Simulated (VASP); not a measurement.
Set up this calculation in VASP 6.6.1, as the native input.

```yaml
Task: single point
Functional: PBE
Potentials_or_basis: VASP PAW PBE potentials, release 64 (Na_pv, F)
Cutoff: 520 eV
k_mesh: 8 × 8 × 8
Occupations: gaussian, width 0.05 eV
Spin: no spin polarisation
Dipole_correction: no
Further_INCAR_settings: ALGO = Normal; EDIFF = 1e-06; NBANDS = 14
```

The structure of NaF lies in POSCAR:

```
NaF
1.0
    0.0000000000      2.3233000000      2.2884505000
    2.3233000000      0.0000000000      2.2884505000
    2.3233000000      2.3233000000      0.0000000000
Na F
1 1
Direct
    0.0000000000      0.0000000000      0.0000000000
    0.5000000000      0.5000000000      0.5000000000
```

This cell differs from its parent crystal: strain +0.000 along x and y, -0.015 along z.

One way to write it, as run:

INCAR

```
SYSTEM = NaF
ALGO = Normal
EDIFF = 1E-6
ENCUT = 520
GGA = PE
ISIF = 2
ISMEAR = 0
LASPH = .True.
LCHARG = .False.
LREAL = .False.
LWAVE = .False.
NBANDS = 14
NELM = 80
PREC = Accurate
SIGMA = 0.05
```

KPOINTS

```
k-points
0
Gamma
  8 8 8
  0 0 0
```

Potentials or basis: VASP PAW PBE potentials, release 64 (Na_pv, F).

Command:

```sh
$ cat potpaw_PBE.64/Na_pv/POTCAR potpaw_PBE.64/F/POTCAR > POTCAR
$ mpirun -np 1 vasp_std > vasp.out
```

It gave:

```json
{
  "Pressure": "2.4 GPa",
  "Band gap on the k mesh": "6.34 eV, direct"
}
```

Caveat: the cell differs from its parent crystal (strain +0.000 along x and y, -0.015 along z).

Run time: 6.4 s on 1 thread of Intel(R) Xeon(R) 6975P-C (Granite Rapids), on a shared host, peak memory 0.13 GiB.
